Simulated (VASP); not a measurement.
Write the native input for VASP 6.6.1 that does the following.

* Task: single point
* Functional: PBE
* Potentials or basis: VASP PAW PBE potentials, release 64 (Ag, Cl)
* Cutoff: 500 eV
* k mesh: 8 × 8 × 8
* Occupations: gaussian, width 0.02 eV
* Spin: no spin polarisation
* Dipole correction: no
* Further INCAR settings: ALGO = Normal; EDIFF = 1e-06; NBANDS = 16

The structure of AgCl lies in POSCAR:

```
AgCl
1.0
    0.0000000000      2.8060036931      2.8060036931
    2.8060036931      0.0000000000      2.8060036931
    2.8060036931      2.8060036931      0.0000000000
Ag Cl
1 1
Direct
    0.0000000000      0.0000000000      0.0000000000
    0.5000000000      0.5000000000      0.5000000000
```

The input as run:

INCAR

```
SYSTEM = AgCl
  ALGO = Normal
  EDIFF = 1E-6
  ENCUT = 500
  GGA = PE
  GGA_COMPAT = .False.
  ISIF = 2
  ISMEAR = 0
  LASPH = .True.
  LCHARG = .False.
  LREAL = .False.
  LWAVE = .False.
  NBANDS = 16
  NELM = 120
  PREC = Accurate
  SIGMA = 0.02
```

KPOINTS

```
k-points
0
Gamma
  8 8 8
  0 0 0
```

Potentials or basis: VASP PAW PBE potentials, release 64 (Ag, Cl).

Command:

```console
$ cat potpaw_PBE.64/Ag/POTCAR potpaw_PBE.64/Cl/POTCAR > POTCAR
$ mpirun -np 1 vasp_std > vasp.out
```

It gave:

```json
{"Pressure": "-0.1 GPa", "Band gap on the k mesh": "0.92 eV (least direct gap 3.07 eV)"}
```

Wall time 14 s on 1 thread of Intel(R) Xeon(R) 6975P-C (Granite Rapids), on a shared host, peak memory 0.17 GiB.
